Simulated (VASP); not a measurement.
Wanted: the native input for a VASP 6.6.1 run.

| Quantity | Value |
| --- | --- |
| Task | G0W0 quasiparticle levels |
| Functional | PBE |
| Potentials or basis | VASP PAW PBE potentials, release 64 (Ga_d_GW, As_GW) |
| Cutoff | 500 eV |
| k mesh | 4 × 4 × 4 |
| Occupations | gaussian, width 0.01 eV |
| Spin | no spin polarisation |
| Dipole correction | no |
| GW scheme | G0W0 |
| GW iterations | 1 |
| Cutoff of the response function | 120 |
| Frequency points | 96 |
| Empty bands | 135 |
| Further INCAR settings | ALGO = EVGW0; EDIFF = 1e-08; NBANDS = 144 |

GaAs:

```
Ga As
1.0
     0.00000    2.83309    2.83309
     2.83309    0.00000    2.83309
     2.83309    2.83309    0.00000
Ga As
1 1
Direct
  0.00000 0.00000 0.00000
  0.25000 0.25000 0.25000
```

The input as run:

POSCAR

```
GaAs
1.0
    0.0000000000      2.8330850794      2.8330850794
    2.8330850794      0.0000000000      2.8330850794
    2.8330850794      2.8330850794      0.0000000000
Ga As
1 1
Direct
    0.0000000000      0.0000000000      0.0000000000
    0.2500000000      0.2500000000      0.2500000000
```

INCAR.step1

```
SYSTEM = GaAs
  PREC = Accurate
  ENCUT = 500
  EDIFF = 1E-8
  ISMEAR = 0
  SIGMA = 0.01
  LREAL = .False.
  LASPH = .True.
  NELM = 100
  ALGO = Normal
  LWAVE = .True.
  LCHARG = .False.
  GGA = PE
```

INCAR.step2

```
SYSTEM = GaAs
  PREC = Accurate
  ENCUT = 500
  EDIFF = 1E-8
  ISMEAR = 0
  SIGMA = 0.01
  LREAL = .False.
  LASPH = .True.
  NELM = 1
  ALGO = Exact
  LWAVE = .True.
  LCHARG = .False.
  GGA = PE
  NBANDS = 144
  LOPTICS = .True.
  ISTART = 1
```

INCAR.step3

```
SYSTEM = GaAs
  PREC = Accurate
  ENCUT = 500
  EDIFF = 1E-8
  ISMEAR = 0
  SIGMA = 0.01
  LREAL = .False.
  LASPH = .True.
  ALGO = EVGW0
  LWAVE = .False.
  LCHARG = .False.
  GGA = PE
  NELMGW = 1
  NBANDS = 144
  ENCUTGW = 120.0
  NOMEGA = 96
  PRECFOCK = Fast
  ISTART = 1
  NBANDSGW = 17
  OMEGAMAX = 30
```

KPOINTS

```
Automatic mesh
0
Gamma
  4 4 4
  0 0 0
```

Potentials or basis: VASP PAW PBE potentials, release 64 (Ga_d_GW, As_GW).

Launch:

```console
$ cat potpaw_PBE.64/Ga_d_GW/POTCAR potpaw_PBE.64/As_GW/POTCAR > POTCAR
$ cp INCAR.step1 INCAR
$ mpirun -np 1 vasp_std > vasp.out
$ cp INCAR.step2 INCAR
$ mpirun -np 1 vasp_std > vasp.out
$ cp INCAR.step3 INCAR
$ mpirun -np 1 vasp_std > vasp.out
```

Results of the run:

```yaml
Quasiparticle_gap: 1.35 eV
Least_direct_quasiparticle_gap: 1.35 eV
Band_gap_of_the_starting_levels_on_the_mesh: 0.45 eV
Least_direct_gap_of_the_starting_levels_on_the_mesh: 0.45 eV
```

Caveat: the k points lie up to 0.48 Å⁻¹ apart; bands, screening cutoff and mesh are small and nothing is extrapolated, so the quasiparticle values aren't converged.

Wall time 2.2 min on 1 thread of Intel(R) Xeon(R) 6975P-C (Granite Rapids), on a shared host, peak memory 0.44 GiB.
